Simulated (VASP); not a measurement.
Set up this calculation in VASP 6.6.1, as the native input.

```yaml
Task: single point
Functional: r2SCAN
Dispersion: rVV10
Potentials_or_basis: VASP PAW PBE potentials, release 64 (Sn_d, O)
Cutoff: 520 eV
k_mesh: 12 × 12 × 2
Occupations: fermi-dirac, width 0.03 eV
Spin: no spin polarisation
Dipole_correction: no
Further_INCAR_settings: ALGO = Normal; EDIFF = 1e-06; NBANDS = 50
```

SnO:

```
Sn O
1.0
     3.27762    0.00000    0.00000
    -1.63881    2.83850    0.00000
     0.00000    0.00000   17.43606
Sn O
4 4
Direct
  0.00000 0.00000 0.99916
  0.33333 0.66667 0.24854
  0.00000 0.00000 0.49916
  0.66667 0.33333 0.74854
  0.00000 0.00000 0.18834
  0.33333 0.66667 0.43895
  0.00000 0.00000 0.68834
  0.66667 0.33333 0.93895
```

The input as run:

POSCAR

```
SnO
1.0
    3.2776165191      0.0000000000      0.0000000000
   -1.6388082595      2.8384991694      0.0000000000
    0.0000000000      0.0000000000     17.4360553625
Sn O
4 4
Direct
    0.0000000000      0.0000000000     -0.0008397373
    0.3333333333      0.6666666667      0.2485433752
    0.0000000000      0.0000000000      0.4991602627
    0.6666666667      0.3333333333      0.7485433752
    0.0000000000      0.0000000000      0.1883421903
    0.3333333333      0.6666666667      0.4389541719
    0.0000000000      0.0000000000      0.6883421903
    0.6666666667      0.3333333333      0.9389541719
```

INCAR.step1

```
PREC = Accurate
ENCUT = 520
ISMEAR = -1
SIGMA = 0.03
LREAL = F
LASPH = T
NELM = 100
NBANDS = 50
GGA = PE
ALGO = Normal
EDIFF = 1E-4
LWAVE = T
LCHARG = F
```

INCAR.step2

```
PREC = Accurate
ENCUT = 520
EDIFF = 1E-6
ISMEAR = -1
SIGMA = 0.03
LREAL = F
LASPH = T
NELM = 100
ALGO = Normal
ISIF = 2
LWAVE = F
LCHARG = F
METAGGA = R2SCAN
LMIXTAU = T
LUSE_VDW = T
IVDW_NL = 2
BPARAM = 11.95
CPARAM = 0.0093
NBANDS = 50
ISTART = 1
```

KPOINTS

```
Automatic mesh
0
Gamma
  12 12 2
```

Potentials or basis: VASP PAW PBE potentials, release 64 (Sn_d, O).

The run is started by

```console
$ cat potpaw_PBE.64/Sn_d/POTCAR potpaw_PBE.64/O/POTCAR > POTCAR
$ cp INCAR.step1 INCAR
$ mpirun -np 1 vasp_std > vasp.out
$ cp INCAR.step2 INCAR
$ mpirun -np 1 vasp_std > vasp.out
```

Results of the run:

| Item | Value |
| --- | --- |
| Pressure | 0.5 GPa |
| Largest force | 0.116 eV/Å |
| Band gap on the k mesh | 1.42 eV (least direct gap 1.76 eV) |

Caveat: the PAW data sets were made with another functional, which shifts forces and pressure a little; spin-orbit coupling is left out, which moves the levels of the heavy elements.

Run time: 15 min on 1 thread of Intel(R) Xeon(R) Platinum 8488C (Sapphire Rapids), with other jobs on the host, peak memory 0.71 GiB.
